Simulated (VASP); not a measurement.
Input of a VASP 6.6.1 run:

File INCAR:

```
  PREC = Accurate
  ENCUT = 600
  EDIFF = 1E-6
  ISMEAR = 0
  SIGMA = 0.02
  LREAL = False
  LASPH = True
  NELM = 120
  ALGO = Normal
  ISIF = 2
  LWAVE = False
  LCHARG = False
  GGA = PE
  NBANDS = 11
  GGA_COMPAT = False
```

File KPOINTS:

```
regular mesh
0
Gamma
  10 10 10
```

POSCAR

```
MgO
1.0
    0.0000000000      2.0740990788      2.0740990788
    2.0740990788      0.0000000000      2.0740990788
    2.0740990788      2.0740990788      0.0000000000
Mg O
1 1
Direct
    0.0000000000      0.0000000000      0.0000000000
    0.5000000000      0.5000000000      0.5000000000
```

Potentials or basis: VASP PAW PBE potentials, release 64 (Mg, O).

Run with:

```bash
$ cat potpaw_PBE.64/Mg/POTCAR potpaw_PBE.64/O/POTCAR > POTCAR
$ mpirun -np 1 vasp_std > vasp.out
```

(1) What does it give for the pressure?

(2) Estimate the band gap on the k mesh.

## Answers

(1) 12.1 GPa.

(2) 5.19 eV, direct.
